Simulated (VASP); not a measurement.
The system is GaP.

```
Ga P
1.0
     0.00000    2.68842    2.68842
     2.68842    0.00000    2.68842
     2.68842    2.68842    0.00000
Ga P
1 1
Direct
  0.00000 0.00000 0.00000
  0.75000 0.75000 0.75000
```

This cell differs from its parent crystal: volume scaled by 0.96.

Base run:

```yaml
Program: VASP 6.6.1
Functional: PBEsol
Potentials_or_basis: VASP PAW PBE potentials, release 64 (Ga_d, P)
Cutoff: 520 eV
k_mesh: 8 × 8 × 8
Occupations: fermi-dirac, width 0.05 eV
Spin: no spin polarisation
```

Its results: band gap on the k mesh 1.43 eV, indirect (least direct gap 2.09 eV); pressure 3.1 GPa.

Question: The run is repeated on the same cell with these changes: functional from PBEsol to revPBE. What comes out?

Answer: Band gap on the k mesh 1.63 eV, indirect (least direct gap 2.27 eV); pressure 7.9 GPa.

revPBE binds less tightly than PBEsol, so the same cell stands under more pressure.

Caveats: the PAW data sets were made with another functional, which shifts forces and pressure a little.

A k mesh can miss the band edges.
